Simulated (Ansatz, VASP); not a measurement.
**Mg: VASP beside Ansatz**

```
Mg
1.0
     3.18776    0.00000    0.00000
    -1.59388    2.76068    0.00000
     0.00000    0.00000    5.17533
Mg
2
Direct
  0.66667 0.33333 0.75000
  0.33333 0.66667 0.25000
```

Alike in both runs: task single point; functional r2SCAN; dispersion D4; k mesh 10 × 10 × 5; occupations fermi-dirac, width 0.05 eV; no spin polarisation.

|  | VASP | Ansatz |
| --- | --- | --- |
| version | VASP 6.6.1 | Ansatz 0.2.0 |
| potentials or method | VASP PAW PBE potentials, release 64 (Mg) | Ansatz PAW |
| plane-wave cutoff (eV) | 520 | 500 |
| valence electrons in the cell | 4 | 20 |

|  | VASP | Ansatz | Ansatz less VASP |
| --- | --- | --- | --- |
| gap on the k mesh at the Fermi level (eV) | none | none | - |
| pressure (GPa) | -0.8 | -0.5 | +0.27 |
| traceless stress, the component that is largest in VASP (GPa) | 0.57 | 0.56 | -0.005 |

VASP's potentials were made for PBE, not for r2SCAN. A gap of «none» marks a metal or a gap that the smearing closes. VASP's potentials hold 4 valence electrons a cell and Ansatz's 20, so a difference there can come from the potentials and not from the codes.
